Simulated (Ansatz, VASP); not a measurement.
**SiGe2 in VASP and in Ansatz**

```
Si Ge
1.0
     0.00000    3.82472    3.82472
     3.82472    0.00000    3.82472
     3.82472    3.82472    0.00000
Si Ge
2 4
Cartesian
  3.8247 3.8247 3.8247
  5.7371 5.7371 5.7371
  2.8685 0.9562 2.8685
  2.8685 2.8685 0.9562
  0.9562 2.8685 2.8685
  0.9562 0.9562 0.9562
```

Change from the starting cell: species swapped into the ScCo2 type (Fd-3m, No. 227).

Alike in both runs: task single point; functional PBE; k mesh 4 × 4 × 4; occupations gaussian, width 0.1 eV; no spin polarisation.

|  | VASP | Ansatz |
| --- | --- | --- |
| version | VASP 6.6.1 | Ansatz 0.2.0 |
| potentials or method | VASP PAW PBE potentials, release 64 (Si, Ge_d), cutoff 520 eV | scalar-relativistic, plane waves, PAW |
| valence electrons in the cell | 64 | 64 |

```tsv
	VASP	Ansatz	Ansatz less VASP
gap on the k mesh at the Fermi level (eV)	none	none	-
pressure (GPa)	2.2	2.3	+0.05
```

A gap of «none» marks a metal or a gap that the smearing closes. With one functional, cell and mesh, what is left measures potentials, basis and numerics.
